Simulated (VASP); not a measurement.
Bi: relaxation of volume and atoms at fixed shape with LDA

The system is Bi.

```
Bi
1.0
     2.26750    1.30914    3.93800
    -2.26750    1.30914    3.93800
     0.00000   -2.61828    3.93800
Bi
2
Cartesian
  0.0000 0.0000 2.7645
  0.0000 0.0000 9.0495
```

```
Program                : VASP 6.6.1
Task                   : relaxation of volume and atoms at fixed shape
Functional             : LDA
Potentials or basis    : VASP PAW LDA potentials, release 64 (Bi_d)
Cutoff                 : 600 eV
k mesh                 : 6 × 6 × 6
Occupations            : gaussian, width 0.1 eV
Spin                   : no spin polarisation
Dipole correction      : no
Further INCAR settings : ALGO = Normal; EDIFF = 1e-06; IBRION = 2; EDIFFG = -0.01; NSW = 80; ISIF = 8
```

The relaxed volume is 33.90 Å³/atom and the relaxed cell is a = 4.676 Å, b = 4.676 Å, c = 4.676 Å, α = 57.30°, β = 57.30°, γ = 57.30°. The space group after relaxing (to 0.05 Å) is R-3m (No. 166). The energy gained by relaxing is 5.2 meV/atom. The ionic steps are 14 and the pressure after relaxing is 0.0 GPa. The band gap on the k mesh is zero (band 15 reaches 6.44 eV, above the bottom of band 16 at 6.27 eV).

Stress tensor (GPa, compression positive):
```
 0.06  0.00  0.00
 0.00  0.06  0.00
 0.00  0.00 -0.14
```

The path:
```tsv
step	energy change (eV)	largest force (eV/Å)	pressure (GPa)	volume (Å³)
1	0.0000	0.0126	-1.40	70.14
2	-0.0052	0.1961	0.95	67.07
3	-0.0086	0.1128	-0.03	68.22
4	-0.0086	0.1165	-0.02	68.18
5	-0.0085	0.1292	0.16	68.01
6	-0.0086	0.1183	0.05	68.15
7	-0.0096	0.0781	0.09	67.99
8	-0.0101	0.0416	0.11	67.84
9	-0.0101	0.0277	0.16	67.54
10	-0.0103	0.0144	0.07	67.71
11	-0.0103	0.0020	0.05	67.67
12	-0.0103	0.0077	0.11	67.68
13	-0.0103	0.0174	-0.12	67.98
14	-0.0104	0.0002	-0.01	67.79
```

Final structure:
```cif
data_structure
_symmetry_space_group_name_H-M 'P 1'
_symmetry_Int_Tables_number 1
_cell_length_a 4.6757
_cell_length_b 4.6757
_cell_length_c 4.6757
_cell_angle_alpha 57.304
_cell_angle_beta 57.304
_cell_angle_gamma 57.304
_cell_volume 67.79
loop_
_atom_site_label
_atom_site_type_symbol
_atom_site_fract_x
_atom_site_fract_y
_atom_site_fract_z
_atom_site_occupancy
Bi1 Bi 0.23530 0.23530 0.23530 1
Bi2 Bi 0.76470 0.76470 0.76470 1
```

Levels at points of the mesh, in eV from the Fermi level:
```csv
k point,band 11,band 12,band 13,band 14,band 15,band 16,band 17,band 18,band 19
"(0.00, 0.00, 0.00)",-13.28,-7.29,-1.55,-1.20,-1.20,2.70,3.09,3.09,5.65
"(0.50, 0.00, 0.00)",-11.23,-10.61,-1.26,-1.09,-0.22,-0.20,0.47,0.96,7.64
"(0.50, 0.50, 0.00)",-11.33,-9.41,-4.87,-3.15,-2.98,2.43,5.14,5.56,7.10
"(0.50, 0.50, 0.50)",-11.91,-10.06,-0.80,-0.52,-0.52,0.66,0.66,0.79,7.21
```

Run time: 4 min on 1 thread of Intel(R) Xeon(R) 6975P-C (Granite Rapids), with other jobs on the host, peak memory 0.22 GiB.

Caveat: spin-orbit coupling is left out, which moves the levels of the heavy elements. LDA usually gives volumes a few per cent too small.
